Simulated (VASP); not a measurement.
# Si3Cl2 (Pm-3m) in VASP: single point with PBE

Aim: the single point of Si3Cl2 with PBE.

Program: VASP 6.6.1. These are calculated values, not measurements. Logs are shortened: lines on timing, memory, paths and dates and some standing lists are left out, and cuts for length are marked.

## 1. The cell of the first run

Symmetry: Pm-3m, No. 221, cubic system. The conventional cell has a = 4.940 Å, b = 4.940 Å, c = 4.940 Å, α = 90.00°, β = 90.00°, γ = 90.00°. Within 3.3 Å of Si (site symmetry 4/mmm) lie 2 Cl at 2.47 Å. Within 4.6 Å of Cl (site symmetry m-3m) lie 12 Si at 3.49 Å and 8 Cl at 4.28 Å. Cl (site symmetry m-3m) has 6 Si at 2.47 Å within 3.3 Å.

The cell was built from a structure type or drawn by symmetry, and may not be a known phase.

## 2. Single point, PBE

Contents of INCAR:

```
SYSTEM = Si3Cl2
  PREC = Accurate
  ENCUT = 500
  EDIFF = 1E-6
  ISMEAR = 0
  SIGMA = 0.2
  LREAL = .False.
  LASPH = .True.
  NELM = 120
  ALGO = Normal
  ISIF = 2
  LWAVE = .False.
  LCHARG = .False.
  GGA = PE
  NBANDS = 21
  GGA_COMPAT = .False.
```

Contents of KPOINTS:

```
Automatic mesh
0
Gamma
  4 4 4
  0 0 0
```

Contents of POSCAR:

```
Si3Cl2
1.0
    4.9396435450      0.0000000000      0.0000000000
    0.0000000000      4.9396435450      0.0000000000
    0.0000000000      0.0000000000      4.9396435450
Si Cl
3 2
Direct
    0.0000000000      0.5000000000      0.5000000000
    0.5000000000      0.0000000000      0.5000000000
    0.5000000000      0.5000000000      0.0000000000
    0.0000000000      0.0000000000      0.0000000000
    0.5000000000      0.5000000000      0.5000000000
```

Potentials or basis: VASP PAW PBE potentials, release 64 (Si, Cl).

Command:

```sh
> cat potpaw_PBE.64/Si/POTCAR potpaw_PBE.64/Cl/POTCAR > POTCAR
> mpirun -np 1 vasp_std > vasp.out
```

OUTCAR:

```text
SYSTEM = Si3Cl2
   PREC = Accurate
   ENCUT = 500
   EDIFF = 1E-6
   ISMEAR = 0
   LREAL = .False.
   LASPH = .True.
   NELM = 120
   ISIF = 2
   GGA = PE

 ion  position               nearest neighbor table
   1  0.000  0.500  0.500-   5 2.47   5 2.47
   2  0.500  0.000  0.500-   5 2.47   5 2.47
   3  0.500  0.500  0.000-   5 2.47   5 2.47
   4  0.000  0.000  0.000-
   5  0.500  0.500  0.500-   1 2.47   2 2.47   3 2.47   3 2.47   2 2.47   1 2.47

  LATTYP: Found a simple cubic cell.
 ALAT       =     4.9396435450

  Lattice vectors:

 A1 = (   4.9396435450,   0.0000000000,   0.0000000000)
 A2 = (   0.0000000000,   4.9396435450,   0.0000000000)
 A3 = (   0.0000000000,   0.0000000000,   4.9396435450)

Analysis of symmetry for initial positions (statically):
=====================================================================
 Subroutine PRICEL returns:
 Original cell was already a primitive cell.

 Routine SETGRP: Setting up the symmetry group for a
 simple cubic supercell.

 Subroutine GETGRP returns: Found 48 space group operations
 (whereof 48 operations were pure point group operations)
 out of a pool of 48 trial point group operations.

The static configuration has the point symmetry O_h .

Analysis of symmetry for dynamics (positions and initial velocities):
=====================================================================
 Subroutine PRICEL returns:
 Original cell was already a primitive cell.

 Routine SETGRP: Setting up the symmetry group for a
 simple cubic supercell.

 Subroutine GETGRP returns: Found 48 space group operations
 (whereof 48 operations were pure point group operations)
 out of a pool of 48 trial point group operations.

The dynamic configuration has the point symmetry O_h .

 Subroutine INISYM returns: Found 48 space group operations
 (whereof 48 operations are pure point group operations),
 and found     1 'primitive' translations

----------------------------------------------------------------------------------------

                                     Primitive cell

  volume of cell :     120.5277

  direct lattice vectors                    reciprocal lattice vectors
     4.939643545  0.000000000  0.000000000     0.202443758  0.000000000  0.000000000
     0.000000000  4.939643545  0.000000000     0.000000000  0.202443758  0.000000000
     0.000000000  0.000000000  4.939643545     0.000000000  0.000000000  0.202443758

  length of vectors
     4.939643545  4.939643545  4.939643545     0.202443758  0.202443758  0.202443758

  position of ions in fractional coordinates (direct lattice)
     0.000000000  0.500000000  0.500000000
     0.500000000  0.000000000  0.500000000
     0.500000000  0.500000000  0.000000000
     0.000000000  0.000000000  0.000000000
     0.500000000  0.500000000  0.500000000

  ion indices of the primitive-cell ions
   primitive index   ion index
                 1           1
                 2           2
                 3           3
                 4           4
                 5           5

----------------------------------------------------------------------------------------

 KPOINTS: Automatic mesh

Automatic generation of k-mesh.
 Grid dimensions read from file:
 generate k-points for:    4    4    4

 Generating k-lattice:

  Cartesian coordinates                     Fractional coordinates (reciprocal lattice)
     0.050610939  0.000000000  0.000000000     0.250000000  0.000000000  0.000000000
     0.000000000  0.050610939  0.000000000     0.000000000  0.250000000  0.000000000
     0.000000000  0.000000000  0.050610939     0.000000000  0.000000000  0.250000000

  Length of vectors
     0.050610939  0.050610939  0.050610939

  Shift w.r.t. Gamma in fractional coordinates (k-lattice)
     0.000000000  0.000000000  0.000000000

 Subroutine IBZKPT returns following result:
 ===========================================

 Found     10 irreducible k-points:

 Following reciprocal coordinates:
            Coordinates               Weight
  0.000000  0.000000  0.000000      1.000000
  0.250000  0.000000  0.000000      6.000000
  0.500000  0.000000  0.000000      3.000000
  0.250000  0.250000  0.000000     12.000000
  0.500000  0.250000  0.000000     12.000000
  0.500000  0.500000  0.000000      3.000000
  0.250000  0.250000  0.250000      8.000000
  0.500000  0.250000  0.250000     12.000000
  0.500000  0.500000  0.250000      6.000000
  0.500000  0.500000  0.500000      1.000000
   k-points           NKPTS =     10   k-points in BZ     NKDIM =     10   number of bands    NBANDS=     21
   number of dos      NEDOS =    301   number of ions     NIONS =      5
   total plane-waves  NPLWV =  46656
   dimension x,y,z NGX =    36 NGY =   36 NGZ =   36
   dimension x,y,z NGXF=    72 NGYF=   72 NGZF=   72
   ions per type =               3   2
   NGX,Y,Z   is equivalent  to a cutoff of  12.12, 12.12, 12.12 a.u.
   NGXF,Y,Z  is equivalent  to a cutoff of  24.23, 24.23, 24.23 a.u.
 SYSTEM =  Si3Cl2
   PREC   = accura    normal or accurate (medium, high low for compatibility)
   ISTART =      0    job   : 0-new  1-cont  2-samecut
   ICHARG =      2    charge: 1-file 2-atom 10-const
   ISPIN  =      1    spin polarized calculation?
   LNONCOLLINEAR =      F non collinear calculations
   LSORBIT =      F    spin-orbit coupling
   LASPH  =      T    aspherical Exc in radial PAW
   ENCUT  =  500.0 eV  36.75 Ry    6.06 a.u.   9.01  9.01  9.01*2*pi/ulx,y,z
   NELM   =    120;   NELMIN=  2; NELMDL= -5     # of ELM steps
   EDIFF  = 0.1E-05   stopping-criterion for ELM
   LREAL  =      F    real-space projection
   EDIFFG = 0.1E-04   stopping-criterion for IOM
   NSW    =      0    number of steps for IOM
   IBRION =     -1    ionic relax: 0-MD 1-quasi-New 2-CG
   NFREE  =      0    steps in history (QN), initial steepest desc. (CG)
   ISIF   =      2    stress and relaxation
   ISYM   =      2    0-nonsym 1-usesym 2-fastsym
   POTIM  = 0.5000    time-step for ionic-motion
   TEBEG  =    0.0;   TEEND  =   0.0 temperature during run
   PSTRESS=    0.0 pullay stress
   NELECT =      26.0000    total number of electrons
   NUPDOWN=      -1.0000    fix difference up-down
   EMIN   =  10.00;   EMAX   =-10.00  energy-range for DOS
   EFERMI =   0.00;   METHOD = LEGACY
   ISMEAR =     0;   SIGMA  =   0.20  broadening in eV -4-tet -1-fermi 0-gaus
   EFERMI_NEDOS =   21; number of points for ismear=-14 and -15
   IALGO  =     38    algorithm
   IMIX   =      4    mixing-type and parameters
     AMIX     =   0.40;   BMIX     =  1.00
     AMIX_MAG =   1.60;   BMIX_MAG =  1.00
  volume/ion in A,a.u.               =      24.11       162.67
  Fermi-wavevector in a.u.,A,eV,Ry     =   0.981832  1.855393 13.115925  0.963993
  Thomas-Fermi vector in A             =   2.112868
   LORBIT       =      0    0 simple, 1 ext, 2 COOP (PROOUT), +10 PAW based schemes
   GGA     = PE    functional components
   LHFCALC =     F    Hartree Fock is set to
   AEXX    =    0.0000 exact exchange contribution
   IVDW    =     0    specifies the selected vdW correction
   LEPSILON=     F    determine dielectric tensor
   LRPA    =     F    only Hartree local field effects (RPA)
 non-spin polarized calculation
 Gauss-broadening in eV      SIGMA  =   0.20
  energy-cutoff  :      500.00
  volume of cell :      120.53
 maximum number of plane-waves:      3112
   NGX = 19   NGY = 19   NGZ = 19

 number of electron      26.0000006 magnetization

 Free energy of the ion-electron system (eV)
  ---------------------------------------------------
  ext. energy  EPLUGINS =         0.00000000
  ---------------------------------------------------
  free energy    TOTEN  =       -13.73423961 eV

  energy without entropy =      -13.64501845  energy(sigma->0) =      -13.68962903

 E-fermi :   4.2037     XC(G=0):  -8.9634

 val. band max:        4.1238391336   @ k =   0.5000   0.2500   0.0000
 cond. band min:       4.2082930382   @ k =   0.5000   0.2500   0.0000
 fundamental gap:      0.0844539046
 Fermi energy:         4.2037499568

 k-point     1 :       0.0000    0.0000    0.0000
  band No.  band energies     occupation
      1     -14.9539      2.00000
      2     -10.1328      2.00000
      3      -4.1412      2.00000
      4      -4.1412      2.00000
      5      -4.1412      2.00000
      6      -2.9347      2.00000
[... 13 lines left out ...]
     20       7.7612      0.00000
     21       9.4284      0.00000

 k-point     2 :       0.2500    0.0000    0.0000
  band No.  band energies     occupation
      1     -14.9278      2.00000
      2     -10.1268      2.00000
      3      -5.0837      2.00000
      4      -4.1012      2.00000
      5      -4.1012      2.00000
      6      -2.8633      2.00000
[... 13 lines left out ...]
     20       9.1714      0.00000
     21       9.1714      0.00000

 k-point     3 :       0.5000    0.0000    0.0000
  band No.  band energies     occupation
      1     -14.9013      2.00000
      2     -10.1215      2.00000
      3      -5.5999      2.00000
      4      -4.0599      2.00000
      5      -4.0599      2.00000
      6      -2.9752      2.00000
[... 13 lines left out ...]
     20       9.6005      0.00000
     21       9.6005      0.00000
[... 121 lines left out ...]
 k-point     9 :       0.5000    0.5000    0.2500
  band No.  band energies     occupation
      1     -14.8273      2.00000
      2     -10.0723      2.00000
      3      -5.5620      2.00000
      4      -5.5620      2.00000
      5      -4.9653      2.00000
      6      -0.5413      2.00000
[... 13 lines left out ...]
     20       7.5149      0.00000
     21      10.5500      0.00000

 k-point    10 :       0.5000    0.5000    0.5000
  band No.  band energies     occupation
      1     -14.8028      2.00000
      2     -10.0608      2.00000
      3      -5.4994      2.00000
      4      -5.4994      2.00000
      5      -5.4994      2.00000
      6       0.1288      2.00000
[... 13 lines left out ...]
     20       7.5689      0.00000
     21       9.5894      0.00000

------------------------ aborting loop because EDIFF is reached ----------------------------------------

  FORCE on cell =-STRESS in cart. coord.  units (eV):
  Direction    XX          YY          ZZ          XY          YZ          ZX
  --------------------------------------------------------------------------------------
  -------------------------------------------------------------------------------------
  Total        0.6204335      0.6204335      0.6204335     -0.0000000     -0.0000000      0.0000000
  in kB        8.2474365      8.2474365      8.2474365     -0.0000000     -0.0000000      0.0000000
  external PRESSURE =       8.2474365 kB  Pullay stress =       0.0000000 kB

 VOLUME and BASIS-vectors are now :
 -----------------------------------------------------------------------------
  energy-cutoff  :      500.00
  volume of cell :      120.53
      direct lattice vectors                 reciprocal lattice vectors
     4.939643545  0.000000000  0.000000000     0.202443758  0.000000000  0.000000000
     0.000000000  4.939643545  0.000000000     0.000000000  0.202443758  0.000000000
     0.000000000  0.000000000  4.939643545     0.000000000  0.000000000  0.202443758

 POSITION                                       TOTAL-FORCE (eV/Angst)
 -----------------------------------------------------------------------------------
      0.00000      2.46982      2.46982         0.000000      0.000000      0.000000
      2.46982      0.00000      2.46982         0.000000      0.000000      0.000000
      2.46982      2.46982      0.00000         0.000000      0.000000      0.000000
      0.00000      0.00000      0.00000         0.000000      0.000000      0.000000
      2.46982      2.46982      2.46982         0.000000      0.000000      0.000000
 -----------------------------------------------------------------------------------
    total drift:                                0.000000      0.000000      0.000000

  FREE ENERGIE OF THE ION-ELECTRON SYSTEM (eV)
  ---------------------------------------------------
  free  energy   TOTEN  =       -13.7342396081 eV

  energy  without entropy=      -13.6450184513  energy(sigma->0) =      -13.68962903
```

It took 18 s on 1 thread of Intel Xeon Platinum 8488C (Sapphire Rapids), shared host; peak memory 0.2 GiB.

Results:

| Quantity | Value |
| --- | --- |
| Free energy | -13.7342 eV |
| Pressure | 0.8 GPa |
| Band gap on the k mesh | zero (bands 13 and 14 overlap by 1.70 eV) |
